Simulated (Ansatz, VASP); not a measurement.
## Two plane-wave programs on ZrTi5C6

```
Zr Ti C
1.0
     3.11407    0.00000    0.00000
     0.00000    4.41037    0.00000
     0.00000    0.00000    9.34015
Zr Ti C
1 5 6
Direct
  0.00000 0.00000 0.00000
  0.00000 0.00000 0.66184
  0.50000 0.50000 0.82723
  0.50000 0.50000 0.17277
  0.00000 0.00000 0.33816
  0.50000 0.50000 0.50000
  0.00000 0.50000 0.66399
  0.50000 0.00000 0.82218
  0.00000 0.50000 0.00000
  0.50000 0.00000 0.17782
  0.00000 0.50000 0.33601
  0.50000 0.00000 0.50000
```

Alike in both runs: functional PBE; k mesh 6 × 4 × 2; occupations gaussian, width 0.1 eV; no spin polarisation.

Ansatz relaxed the structure, and its values are those at the end. VASP's run is a single point on that final structure, the one shown.

|  | VASP | Ansatz |
| --- | --- | --- |
| version | VASP 6.6.1 | Ansatz 0.2.0 |
| potentials or method | VASP PAW PBE potentials, release 64 (Zr_sv, Ti_sv, C), cutoff 520 eV | scalar-relativistic, plane waves, PAW |
| valence electrons in the cell | 96 | 96 |

VASP gave:

- gap on the k mesh at the Fermi level (eV): none
- pressure (GPa): 0.1
- rms of the force components (eV/Å): 0.004

Task: Which values does Ansatz return?

Result: gap on the k mesh at the Fermi level (eV): none; pressure (GPa): -0.1; rms of the force components (eV/Å): 0.004.

A gap of «none» marks a metal or a gap that the smearing closes.
